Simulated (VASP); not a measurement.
# Au (Fm-3m) in VASP: notebook, part 3 of 3

VASP 6.6.1. The steps go on from the part before.

## Step 4: Single point, PBE

This run uses another cell than the first one: it holds 2 atoms, not 1.

INCAR

```
SYSTEM = Au
ALGO = Normal
EDIFF = 1E-6
ENCUT = 520
GGA = PE
ISIF = 2
ISMEAR = -1
LASPH = .TRUE.
LCHARG = .FALSE.
LREAL = .FALSE.
LWAVE = .FALSE.
NBANDS = 18
NELM = 100
PREC = Accurate
SIGMA = 0.05
```

KPOINTS

```
k-points
0
G
  12 9 12
  0 0 0
```

POSCAR

```
Au
1.0
   -2.0789639816      2.0789639816      0.0000000000
    0.0000000000      0.0000000000      4.1579279633
    2.0789639816      2.0789639816      0.0000000000
Au
2
Direct
    0.0000000000      0.0000000000      0.0000000000
    0.5000000000      0.5000000000      0.5000000000
```

Potentials or basis: VASP PAW PBE potentials, release 64 (Au).

Launch:

```bash
> cat potpaw_PBE.64/Au/POTCAR > POTCAR
> mpirun -np 1 vasp_std > vasp.out
```

OUTCAR:

```text
SYSTEM = Au
   EDIFF = 1E-6
   ENCUT = 520
   GGA = PE
   ISIF = 2
   ISMEAR = -1
   LASPH = .TRUE.
   LREAL = .FALSE.
   NELM = 100
   PREC = Accurate

 ion  position               nearest neighbor table
   1  0.000  0.000  0.000-   2 2.94   2 2.94   2 2.94   2 2.94   2 2.94   2 2.94   2 2.94   2 2.94

   2  0.500  0.500  0.500-   1 2.94   1 2.94   1 2.94   1 2.94   1 2.94   1 2.94   1 2.94   1 2.94

  LATTYP: Found a simple tetragonal cell.
 ALAT       =     2.9400990585
 C/A-ratio  =     1.4142135624

  Lattice vectors:

 A1 = (   2.0789639816,  -2.0789639816,   0.0000000000)
 A2 = (   2.0789639816,   2.0789639816,   0.0000000000)
 A3 = (   0.0000000000,   0.0000000000,   4.1579279633)

Analysis of symmetry for initial positions (statically):
=====================================================================
 Subroutine PRICEL returns following result:

  LATTYP: Found a face centered cubic cell.
 ALAT       =     4.1579279632

  Lattice vectors:

 A1 = (   2.0789639816,   0.0000000000,   2.0789639816)
 A2 = (   2.0789639816,   2.0789639816,   0.0000000000)
 A3 = (   0.0000000000,   2.0789639816,   2.0789639816)

   2 primitive cells build up your supercell.

 Routine SETGRP: Setting up the symmetry group for a
 simple tetragonal supercell.

 Subroutine GETGRP returns: Found 16 space group operations
 (whereof 16 operations were pure point group operations)
 out of a pool of 16 trial point group operations.

The static configuration has the point symmetry D_4h.

Analysis of symmetry for dynamics (positions and initial velocities):
=====================================================================
 Subroutine PRICEL returns following result:

  LATTYP: Found a face centered cubic cell.
 ALAT       =     4.1579279632

  Lattice vectors:

 A1 = (   2.0789639816,   0.0000000000,   2.0789639816)
[... 117 lines left out ...]
   ISYM   =      2    0-nonsym 1-usesym 2-fastsym
   POTIM  = 0.5000    time-step for ionic-motion
   TEBEG  =    0.0;   TEEND  =   0.0 temperature during run
   PSTRESS=    0.0 pullay stress
   NELECT =      22.0000    total number of electrons
   NUPDOWN=      -1.0000    fix difference up-down
   EMIN   =  10.00;   EMAX   =-10.00  energy-range for DOS
   EFERMI =   0.00;   METHOD = LEGACY
   ISMEAR =    -1;   SIGMA  =   0.05  broadening in eV -4-tet -1-fermi 0-gaus
   EFERMI_NEDOS =   21; number of points for ismear=-14 and -15
   IALGO  =     38    algorithm
   IMIX   =      4    mixing-type and parameters
     AMIX     =   0.40;   BMIX     =  1.00
     AMIX_MAG =   1.60;   BMIX_MAG =  1.00
  volume/ion in A,a.u.               =      17.97       121.27
  Fermi-wavevector in a.u.,A,eV,Ry     =   1.390002  2.626723 26.287893  1.932106
  Thomas-Fermi vector in A             =   2.513979
   LORBIT       =      0    0 simple, 1 ext, 2 COOP (PROOUT), +10 PAW based schemes
   GGA     = PE    functional components
   LHFCALC =     F    Hartree Fock is set to
   AEXX    =    0.0000 exact exchange contribution
   IVDW    =     0    specifies the selected vdW correction
   LEPSILON=     F    determine dielectric tensor
   LRPA    =     F    only Hartree local field effects (RPA)
 non-spin polarized calculation
  energy-cutoff  :      520.00
  volume of cell :       35.94
 maximum number of plane-waves:       999
 NGX is ok and might be reduce to    24

 number of electron      21.9999995 magnetization

 Free energy of the ion-electron system (eV)
  ---------------------------------------------------
  ext. energy  EPLUGINS =         0.00000000
  ---------------------------------------------------
  free energy    TOTEN  =        -6.43403014 eV

  energy without entropy =       -6.42586283  energy(sigma->0) =       -6.42994649

 E-fermi :   8.6003     XC(G=0): -12.4008

 val. band max:        8.5983876926   @ k =   0.4167   0.1111   0.4167
 cond. band min:       8.6050072710   @ k =   0.5000   0.4444   0.0833
 fundamental gap:      0.0066195785
 Fermi energy:         8.6003019815

 k-point     1 :       0.0000    0.0000    0.0000
  band No.  band energies     occupation
      1      -0.6932      2.00000
      2       2.0269      2.00000
      3       2.3163      2.00000
      4       4.1947      2.00000
      5       4.1947      2.00000
      6       4.1989      2.00000
[... 481 lines left out ...]
      5       4.5092      2.00000
      6       4.5817      2.00000
[... 10 lines left out ...]
     17      24.3800      0.00000
     18      25.3347      0.00000

 [... further k-points ...]
[... 5 lines left out ...]
  --------------------------------------------------------------------------------------
  -------------------------------------------------------------------------------------
  Total        0.0211577      0.0211577     -0.1656782      0.0000000      0.0000000     -0.0000000
  in kB        0.9431460      0.9431460     -7.3854183      0.0000000      0.0000000     -0.0000000
  external PRESSURE =      -1.8330421 kB  Pullay stress =       0.0000000 kB

 VOLUME and BASIS-vectors are now :
 -----------------------------------------------------------------------------
  energy-cutoff  :      520.00
  volume of cell :       35.94
      direct lattice vectors                 reciprocal lattice vectors
    -2.078963982  2.078963982  0.000000000    -0.240504407  0.240504407  0.000000000
     0.000000000  0.000000000  4.157927963     0.000000000  0.000000000  0.240504407
     2.078963982  2.078963982  0.000000000     0.240504407  0.240504407  0.000000000

 POSITION                                       TOTAL-FORCE (eV/Angst)
 -----------------------------------------------------------------------------------
      0.00000      0.00000      0.00000         0.000000     -0.000000      0.000000
      0.00000      2.07896      2.07896        -0.000000      0.000000      0.000000
 -----------------------------------------------------------------------------------
    total drift:                               -0.000000     -0.000000      0.000000

  FREE ENERGIE OF THE ION-ELECTRON SYSTEM (eV)
  ---------------------------------------------------
  free  energy   TOTEN  =        -6.4340301393 eV

  energy  without entropy=       -6.4258628311  energy(sigma->0) =       -6.42994649
```

OSZICAR:

```text
N       E                     dE             d eps       ncg     rms          rms(c)
DAV:   1     0.121055019918E+03    0.12106E+03   -0.11479E+04  5216   0.116E+03
DAV:   2    -0.495559233189E+01   -0.12601E+03   -0.11974E+03  5380   0.256E+02
DAV:   3    -0.695344326039E+01   -0.19979E+01   -0.19856E+01  5862   0.325E+01
DAV:   4    -0.696261580220E+01   -0.91725E-02   -0.91712E-02  5642   0.234E+00
DAV:   5    -0.696269960888E+01   -0.83807E-04   -0.83806E-04  5610   0.234E-01    0.113E+01
DAV:   6    -0.646800274025E+01    0.49470E+00   -0.95591E-01  5264   0.892E+00    0.736E+00
DAV:   7    -0.643758662716E+01    0.30416E-01   -0.84252E-02  5510   0.263E+00    0.344E+00
DAV:   8    -0.643404818262E+01    0.35384E-02   -0.57283E-03  5368   0.590E-01    0.350E-01
DAV:   9    -0.643401542210E+01    0.32761E-04   -0.42449E-05  5740   0.559E-02    0.286E-02
DAV:  10    -0.643403054280E+01   -0.15121E-04   -0.74898E-06  5582   0.267E-02    0.874E-03
DAV:  11    -0.643403013929E+01    0.40351E-06   -0.14129E-07  2940   0.293E-03
   1 F= -.64340301E+01 E0= -.64299465E+01  d E =-.816731E-02
```

Run time: 56 s. Hardware: 1 thread of Intel Xeon 8259CL, shared host; peak memory 0.2 GiB.

The run converged, but its numbers aren't listed here, since they failed a check.

Caveat: spin-orbit coupling is left out, which moves the levels of the heavy elements.

## Step 5: Single point, PBE

This run uses another cell than the first one: it holds 2 atoms, not 1.

INCAR

```
PREC = Accurate
ENCUT = 520
EDIFF = 1E-7
ISMEAR = -1
SIGMA = 0.05
LREAL = F
LASPH = T
NELM = 80
ALGO = Normal
ISIF = 2
LWAVE = F
LCHARG = F
GGA = PE
NBANDS = 18
```

KPOINTS

```
regular mesh
0
Gamma
  12 9 12
```

POSCAR is that of step 4.

Launch:

```bash
> cat potpaw_PBE.64/Au/POTCAR > POTCAR
> mpirun -np 1 vasp_std > vasp.out
```

It took 61 s on 1 thread of Intel Xeon 8259CL, shared host; peak memory 0.2 GiB.

The run converged, but its numbers aren't listed here, since they failed a check.

Caveat: spin-orbit coupling is left out, which moves the levels of the heavy elements.

## Step 6: Relaxation of cell and atoms, RPBE

INCAR

```
SYSTEM = Au
PREC = Accurate
ENCUT = 600
EDIFF = 1E-6
ISMEAR = -1
SIGMA = 0.05
LREAL = .FALSE.
LASPH = .TRUE.
NELM = 60
ALGO = Normal
ISIF = 3
LWAVE = .FALSE.
LCHARG = .FALSE.
GGA = RP
IBRION = 2
NSW = 60
EDIFFG = -0.005
```

KPOINTS

```
Automatic mesh
0
G
  18 18 18
  0 0 0
```

POSCAR

```
Au
1.0
    0.0000000000      2.0782718017      2.0782718017
    2.0782718017      0.0000000000      2.0782718017
    2.0782718017      2.0782718017      0.0000000000
Au
1
Direct
    0.0000000000      0.0000000000      0.0000000000
```

Potentials or basis: VASP PAW PBE potentials, release 64 (Au).

Launch:

```bash
> cat potpaw_PBE.64/Au/POTCAR > POTCAR
> mpirun -np 1 vasp_std > vasp.out
```

Run time: 71 s. Hardware: 1 thread of Intel Xeon 8259CL, shared host; peak memory 0.18 GiB.

Results (log left out):

| Item | Value |
| --- | --- |
| Free energy | -2.6385 eV |
| Relaxed volume | 18.48 Å³/atom |
| Relaxed cell | a = 2.967 Å, b = 2.967 Å, c = 2.967 Å, α = 60.00°, β = 60.00°, γ = 60.00° |
| Space group after relaxing (to 0.1 Å) | Fm-3m (No. 225) |
| Energy gained by relaxing | 6.0 meV/atom |
| Ionic steps | 3 |
| Pressure after relaxing | 0.0 GPa |
| Band gap on the k mesh | zero (an odd number of electrons rules out a gap without spin polarisation) |

The path:
```tsv
step	energy change (eV)	largest force (eV/Å)	pressure (GPa)	volume (Å³)
1	0.0000	0.0000	3.84	17.95
2	0.0013	0.0000	-3.62	19.09
3	-0.0060	0.0000	-0.01	18.48
```

Final structure:
```
Au
1.0
     0.00000    2.09832    2.09832
     2.09832    0.00000    2.09832
     2.09832    2.09832    0.00000
Au
1
Direct
  0.00000 0.00000 0.00000
```

Levels at points of the mesh, in eV from the Fermi level:
```csv
k point,band 3,band 4,band 5,band 6,band 7,band 8,band 9
"(0.00, 0.00, 0.00)",-4.24,-4.24,-2.94,-2.94,14.64,18.20,18.20
"(0.50, 0.00, 0.00)",-4.27,-1.90,-1.90,-0.51,2.72,14.08,16.60
"(0.50, 0.50, 0.00)",-1.94,-1.62,-1.62,1.33,5.23,9.86,9.86
```

Caveat: the PAW data sets were made with another functional, which shifts forces and pressure a little; spin-orbit coupling is left out, which moves the levels of the heavy elements.

## Step 7: Overview

| task | level | cell | cutoff (eV) | gap on the mesh (eV) | pressure (GPa) |
| --- | --- | --- | --- | --- | --- |
| single point | PBE | a = 2.940 Å, angles 60.0°, 1 atom | 520 | none | -0.2 |
| single point | RPBE | a = 2.969 Å, angles 60.0°, 1 atom | 520 | none | -0.2 |
| relaxation of cell and atoms | RPBE | relaxed from a = 2.939 Å, angles 60.0°, 1 atom | 600 | none | 0.0 |

Alike in all rows: potentials or basis VASP PAW PBE potentials, release 64 (Au); no spin polarisation; k mesh 18 × 18 × 18; smearing fermi-dirac 0.05 eV.

Caveats: spin-orbit coupling is left out, which moves the levels of the heavy elements; the PAW data sets were made with another functional, which shifts forces and pressure a little (at least some runs).

Absolute energies hang on the potentials; compare differences alone.

The gap in the log of VASP goes by the Fermi energy; the results here count the filled bands.